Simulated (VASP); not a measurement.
Crystal: Ge.

```xyz
1
Lattice="1.4155 -2.6347 0.0000 1.4155 2.6347 0.0000 0.0000 0.0000 2.7337" Properties=species:S:1:pos:R:3 pbc="T T T"
Ge    1.4155    0.0000    0.0000
```

Base run:

| Property | Result |
| --- | --- |
| Program | VASP 6.6.1 |
| Functional | r2SCAN |
| Potentials or basis | VASP PAW PBE potentials, release 64 (Ge_d) |
| Cutoff | 520 eV |
| k mesh | 11 × 11 × 10 |
| Occupations | fermi-dirac, width 0.05 eV |
| Spin | no spin polarisation |

Its results: band gap on the k mesh zero (band 7 reaches 12.47 eV, above the bottom of band 8 at 3.32 eV); pressure -5.4 GPa.

Task: The run is repeated on the same cell with these changes: functional from r2SCAN to PBE. What comes out?

Result: Band gap on the k mesh zero (band 7 reaches 12.27 eV, above the bottom of band 8 at 3.55 eV); pressure -3.0 GPa.

Caveats: the PAW data sets were made with another functional, which shifts forces and pressure a little (some runs).
